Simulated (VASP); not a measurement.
Wanted: the native input for a VASP 6.6.1 run.

| Property | Result |
| --- | --- |
| Task | single point |
| Functional | PBE |
| Potentials or basis | VASP PAW PBE potentials, release 64 (Co) |
| Cutoff | 520 eV |
| k mesh | 11 × 11 × 6 |
| Occupations | fermi-dirac, width 0.05 eV |
| Spin | non-collinear spin, typed start, spin-orbit coupling |
| Starting moments | [[0.0, 0.0, 1.7], [0.0, 0.0, 1.7]] μB |
| Dipole correction | no |
| Further INCAR settings | ALGO = Normal; EDIFF = 1e-06; NBANDS = 30 |

The structure of Co lies in POSCAR:

```
Co
1.0
    2.5074000000      0.0000000000      0.0000000000
   -1.2537000000      2.1714720974      0.0000000000
    0.0000000000      0.0000000000      4.0699000000
Co
2
Direct
    0.3333333333      0.6666666667      0.2500000000
    0.6666666667      0.3333333333      0.7500000000
```

The input as run:

INCAR

```
PREC     = Accurate       # precision mode
ENCUT    = 520            # plane-wave cutoff, eV
EDIFF    = 1E-6           # SCF threshold, eV
ISMEAR   = -1             # smearing method
SIGMA    = 0.05           # smearing width, eV
LREAL    = False          # projectors in reciprocal space
LASPH    = True           # aspherical terms in the spheres
NELM     = 150            # most SCF steps
ALGO     = Normal         # electronic algorithm
ISIF     = 2              # what is computed and relaxed
LWAVE    = False          # write WAVECAR
LCHARG   = True           # write CHGCAR
MAGMOM   = 0 0 1.7 0 0 1.7 # initial moments
LORBIT   = 11             # projections on sites
LSORBIT  = True           # spin-orbit coupling
GGA_COMPAT= False        
LORBMOM  = True         
LMAXMIX  = 4              # l up to which the mixer works
GGA      = PE             # functional
LVHAR    = True         
NBANDS   = 30             # bands
```

KPOINTS

```
regular mesh
0
Gamma
  11 11 6
```

Potentials or basis: VASP PAW PBE potentials, release 64 (Co).

Command:

```bash
$ cat potpaw_PBE.64/Co/POTCAR > POTCAR
$ mpirun -np 1 vasp_ncl > vasp.out
```

Results of the run:

The pressure is -5.5 GPa, the net moment is 3.13 μB per cell and the valence electrons inside the program's atomic spheres are Co 8.23.

It took 3.9 min on 1 thread of Intel(R) Xeon(R) Platinum 8559C (Emerald Rapids), on a shared host, peak memory 0.24 GiB.
